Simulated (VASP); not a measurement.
Here is a VASP 6.6.1 calculation.

INCAR

```
SYSTEM = ZnSe
PREC = Accurate ; ENCUT = 520
EDIFF = 1E-6 ; ISMEAR = 0
SIGMA = 0.05 ; LREAL = .False.
LASPH = .True. ; NELM = 60
ALGO = Normal ; ISIF = 2
LWAVE = .False. ; LCHARG = .True.
GGA = PS ; LELF = .True.
LVHAR = .True. ; NBANDS = 26
```

File KPOINTS:

```
regular mesh
0
Gamma
  8 8 6
  0 0 0
```

File POSCAR:

```
ZnSe
1.0
    4.3079000000      0.0000000000      0.0000000000
    0.0000000000      4.3079000000      0.0000000000
    0.0000000000      0.0000000000      5.5286396999
Zn Se
2 2
Direct
    0.0000000000      0.0000000000      0.0000000000
    0.5000000000      0.5000000000      0.0000000000
    0.0000000000      0.5000000000      0.2681677050
    0.5000000000      0.0000000000      0.7318322950
```

Potentials or basis: VASP PAW PBE potentials, release 64 (Zn, Se).

Run with:

```bash
$ cat potpaw_PBE.64/Zn/POTCAR potpaw_PBE.64/Se/POTCAR > POTCAR
$ mpirun -np 1 vasp_std > vasp.out
```

Task: What does it give for the band gap on the k mesh?

Result: 1.18 eV.

Task: Predict the pressure.

Result: -6.4 GPa.

Task: Estimate the largest force.

Result: 0.873 eV/Å.

Forces in eV/Å, atoms in the order of the input:
```
Zn   0.000  0.000  0.000
Zn   0.000  0.000  0.000
Se   0.000  0.000 -0.873
Se   0.000  0.000  0.873
```

Caveat: the cell stands under tension; the PAW data sets were made with another functional, which shifts forces and pressure a little. A k mesh can miss the band edges.
